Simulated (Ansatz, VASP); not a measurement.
One calculation of MgS, two programs

```
Mg S
1.0
     0.00000    2.83088    2.83088
     2.83088    0.00000    2.83088
     2.83088    2.83088    0.00000
Mg S
1 1
Direct
  0.00000 0.00000 0.00000
  0.25000 0.25000 0.25000
```

Alike in both runs: task single point; functional r2SCAN; k mesh 6 × 6 × 6; no spin polarisation.

|  | VASP | Ansatz |
| --- | --- | --- |
| version | VASP 6.6.1 | Ansatz 0.2.0 |
| potentials or method | VASP PAW PBE potentials, release 64 (Mg, S) | plane waves, PAW |
| plane-wave cutoff (eV) | 660 | 500 |
| occupations | gaussian, width 0.01 eV | fixed |
| valence electrons in the cell | 8 | 16 |

Ansatz gave:

- gap on the k mesh at the Fermi level (eV): 4.14

Problem. Which values does VASP return?

Solution. gap on the k mesh at the Fermi level (eV): 4.13.

VASP's potentials were made for PBE, not for r2SCAN. VASP's potentials hold 8 valence electrons a cell and Ansatz's 16, so a difference there can come from the potentials and not from the codes.
